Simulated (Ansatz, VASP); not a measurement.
## HC12 in VASP and in Ansatz

Contents of INCAR:

```
PREC = Accurate
ENCUT = 520
EDIFF = 1E-6
ISMEAR = 0
SIGMA = 0.05
LREAL = Auto
LASPH = True
NELM = 80
ALGO = Normal
ISIF = 2
LWAVE = False
LCHARG = False
LDIPOL = True
IDIPOL = 3
DIPOL = 0.5 0.5 0.291
GGA = PE
NBANDS = 68
```

The input KPOINTS:

```
regular mesh
0
Gamma
  5 5 1
```

Contents of POSCAR:

```
HC12
1.0
    5.0509324483      0.0000000000      0.0000000000
    0.0000000000      5.0509324483      0.0000000000
    0.0000000000      0.0000000000     22.3754933530
C H
24 2
Direct
    0.0000000000      0.2500000000      0.1787670080
    0.0000000000      0.7500000000      0.1787670080
    0.5000000000      0.2500000000      0.1787670080
    0.5000000000      0.7500000000      0.1787670080
    0.0000000000      0.0000000000      0.2186716990
    0.0000000000      0.5000000000      0.2186716990
    0.5000000000      0.0000000000      0.2186716990
    0.5000000000      0.5000000000      0.2186716990
    0.2500000000      0.0000000000      0.2585763899
    0.2500000000      0.5000000000      0.2585763899
    0.7500000000      0.0000000000      0.2585763899
    0.7500000000      0.5000000000      0.2585763899
    0.2500000000      0.2500000000      0.2976014419
    0.2500000000      0.7500000000      0.2976014419
    0.7500000000      0.2500000000      0.2976014419
    0.7500000000      0.7500000000      0.2976014419
    0.0000000000      0.2500000000      0.3394883053
    0.0000000000      0.7500000000      0.3394883053
    0.5000000000      0.2500000000      0.3394883053
    0.5000000000      0.7500000000      0.3394883053
    0.0000000000      0.0000000000      0.3743154719
    0.0000000000      0.5000000000      0.3743154719
    0.5000000000      0.0000000000      0.3743154719
    0.5000000000      0.5000000000      0.3743154719
    0.7376721994      0.3750000000      0.4516322029
    1.2623278006      0.3750000000      0.4516322029
```

Input for Ansatz:

```yaml
crystal:
  lattice:
    - [5.0509324483, 0.0, 0.0]
    - [0.0, 5.0509324483, 0.0]
    - [0.0, 0.0, 22.375493353]
  atoms:
    - { symbol: C, position: [0.0, 0.25, 0.178767008] }
    - { symbol: C, position: [0.0, 0.75, 0.178767008] }
    - { symbol: C, position: [0.5, 0.25, 0.178767008] }
    - { symbol: C, position: [0.5, 0.75, 0.178767008] }
    - { symbol: C, position: [0.0, 0.0, 0.218671699] }
    - { symbol: C, position: [0.0, 0.5, 0.218671699] }
    - { symbol: C, position: [0.5, 0.0, 0.218671699] }
    - { symbol: C, position: [0.5, 0.5, 0.218671699] }
    - { symbol: C, position: [0.25, 0.0, 0.2585763899] }
    - { symbol: C, position: [0.25, 0.5, 0.2585763899] }
    - { symbol: C, position: [0.75, 0.0, 0.2585763899] }
    - { symbol: C, position: [0.75, 0.5, 0.2585763899] }
    - { symbol: C, position: [0.25, 0.25, 0.2976014419] }
    - { symbol: C, position: [0.25, 0.75, 0.2976014419] }
    - { symbol: C, position: [0.75, 0.25, 0.2976014419] }
    - { symbol: C, position: [0.75, 0.75, 0.2976014419] }
    - { symbol: C, position: [0.0, 0.25, 0.3394883053] }
    - { symbol: C, position: [0.0, 0.75, 0.3394883053] }
    - { symbol: C, position: [0.5, 0.25, 0.3394883053] }
    - { symbol: C, position: [0.5, 0.75, 0.3394883053] }
    - { symbol: C, position: [0.0, 0.0, 0.3743154719] }
    - { symbol: C, position: [0.0, 0.5, 0.3743154719] }
    - { symbol: C, position: [0.5, 0.0, 0.3743154719] }
    - { symbol: C, position: [0.5, 0.5, 0.3743154719] }
    - { symbol: H, position: [0.7376721994, 0.375, 0.4516322029] }
    - { symbol: H, position: [1.2623278006, 0.375, 0.4516322029] }
basis:
  ecutwfc: 420
kpoints:
  mp_grid: { grid: [5, 5, 1] }
hamiltonian:
  xc: pbe
  pseudopotentials: { kind: paw, azcp: { folder: soft_1 } }
scf:
  occupations: { method: gaussian, width: 0.05 }
output:
  forces: true
  eigenvalues: true
  write_density: true
  write_potential: true
  elf: true
  volumetric_format: npy
efield:
  axis: 3
  dipole_correction: true
  ramp_width: 0.04
```

Alike in both runs: task single point; functional PBE; k mesh 5 × 5 × 1; occupations gaussian, width 0.05 eV; no spin polarisation.

|  | VASP | Ansatz |
| --- | --- | --- |
| version | VASP 6.6.1 | Ansatz 0.2.0 |
| potentials or method | VASP PAW PBE potentials, release 64 (C, H), cutoff 520 eV | scalar-relativistic, plane waves, PAW |
| valence electrons in the cell | 98 | 98 |

```tsv
	VASP	Ansatz	Ansatz less VASP
gap on the k mesh at the Fermi level (eV)	none	none	-
rms of the force components (eV/Å)	0.876	0.878	+0.0019
```

Atom by atom the forces differ by 0.013 eV/Å (rms over components). A gap of «none» marks a metal or a gap that the smearing closes. Ansatz's warnings: vacuum below fermi, xc potential rough in thin density.
